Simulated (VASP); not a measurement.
Write the native input for VASP 6.6.1 that does the following.

* Task: single point
* Functional: PBE
* Potentials or basis: VASP PAW PBE potentials, release 64 (Ta_pv, Mo_sv)
* Cutoff: 520 eV
* k mesh: 4 × 4 × 4
* Occupations: gaussian, width 0.1 eV
* Spin: no spin polarisation
* Dipole correction: no
* Further INCAR settings: ALGO = Normal; EDIFF = 1e-07; NBANDS = 37

The structure of Ta4Mo lies in POSCAR:

```
Ta4Mo
1.0
   -3.0090284552      3.0090284552      3.0090284552
    3.0090284552     -3.0090284552      3.0090284552
    3.0090284552      3.0090284552     -3.0090284552
Ta Mo
4 1
Direct
    0.0000000000      0.0000000000      0.5000000000
    0.0000000000      0.5000000000      0.0000000000
    0.5000000000      0.0000000000      0.0000000000
    0.5000000000      0.5000000000      0.5000000000
    0.0000000000      0.0000000000      0.0000000000
```

These files were run (other wordings do the same):

INCAR

```
SYSTEM = Ta4Mo
PREC = Accurate ; ENCUT = 520
EDIFF = 1E-7 ; ISMEAR = 0
SIGMA = 0.1 ; LREAL = .False.
LASPH = .True. ; NELM = 60
ALGO = Normal ; ISIF = 2
LWAVE = .False. ; LCHARG = .False.
GGA = PE ; NBANDS = 37
```

KPOINTS

```
Automatic mesh
0
Gamma
  4 4 4
  0 0 0
```

Potentials or basis: VASP PAW PBE potentials, release 64 (Ta_pv, Mo_sv).

Run with:

```sh
$ cat potpaw_PBE.64/Ta_pv/POTCAR potpaw_PBE.64/Mo_sv/POTCAR > POTCAR
$ mpirun -np 1 vasp_std > vasp.out
```

Results of the run:

* Pressure: 0.2 GPa
* Band gap on the k mesh: zero (band 29 reaches 7.15 eV, above the bottom of band 30 at 4.63 eV)

Caveat: the k points lie up to 0.37 Å⁻¹ apart; spin-orbit coupling is left out, which moves the levels of the heavy elements.

Wall time 28 s on 1 thread of Intel(R) Xeon(R) 6975P-C (Granite Rapids) (shared host), peak memory 0.25 GiB.
